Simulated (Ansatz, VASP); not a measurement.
WC, level by level in two programs

```
W C
1.0
     0.00000    2.19268    2.19268
     2.19268    0.00000    2.19268
     2.19268    2.19268    0.00000
W C
1 1
Direct
  0.00000 0.00000 0.00000
  0.50000 0.50000 0.50000
```

Single points on this cell with VASP 6.6.1 and Ansatz 0.2.0. Each row is one pair of runs. Alike in all rows: spin: off; k mesh: 10 × 10 × 10.

| level | smearing | VASP's potentials, cutoff | Ansatz's potentials, cutoff | gap on the k mesh at the Fermi level (eV), VASP | gap on the k mesh at the Fermi level (eV), Ansatz |
| --- | --- | --- | --- | --- | --- |
| PBE | fermi-dirac, width 0.05 eV | VASP PAW PBE potentials, release 64 (W_sv, C), 520 eV | Ansatz PAW, 420 eV | none | none |
| PBE | gaussian, width 0.012 eV | VASP PAW PBE potentials, release 64 (W_sv, C), 520 eV | Ansatz PAW, 420 eV | none | none |
| LDA | fermi-dirac, width 0.05 eV | VASP PAW LDA potentials, release 64 (W_sv, C_h), 910 eV | Ansatz PAW, 420 eV | none | none |
| r2SCAN | fermi-dirac, width 0.05 eV | VASP PAW PBE potentials, release 64 (W_sv, C_h), 910 eV | Ansatz PAW, 500 eV | none | none |

A gap of «none» marks a metal or a gap that the smearing closes.

Neither program's run includes spin-orbit coupling. Noted on VASP's runs: the cutoff is short for stress, so the pressure is rough.
